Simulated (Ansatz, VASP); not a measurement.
# Mg: VASP beside Ansatz

```
CELL_PARAMETERS angstrom
2.52133 0.00000 0.00000
0.00000 2.52133 0.00000
0.00000 0.00000 2.52133
ATOMIC_POSITIONS crystal
Mg 0.00000 0.00000 0.00000
```

Change from the starting cell: volume scaled by 0.58, LAPW.

Alike in both runs: task single point; functional PBE; k mesh 13 × 13 × 13; occupations fermi-dirac, width 0.1 eV; no spin polarisation.

|  | VASP | Ansatz |
| --- | --- | --- |
| version | VASP 6.6.1 | Ansatz 0.2.0 |
| potentials or method | VASP PAW PBE potentials, release 64 (Mg), cutoff 520 eV | all-electron LAPW, scalar-relativistic |

```csv
,VASP,Ansatz,Ansatz less VASP
pressure (GPa),34.7,34.4,-0.25
```

Both programs put the cell under a high pressure, so it lies far from rest at this level. Ansatz ran all-electron here, and VASP with PAW potentials.
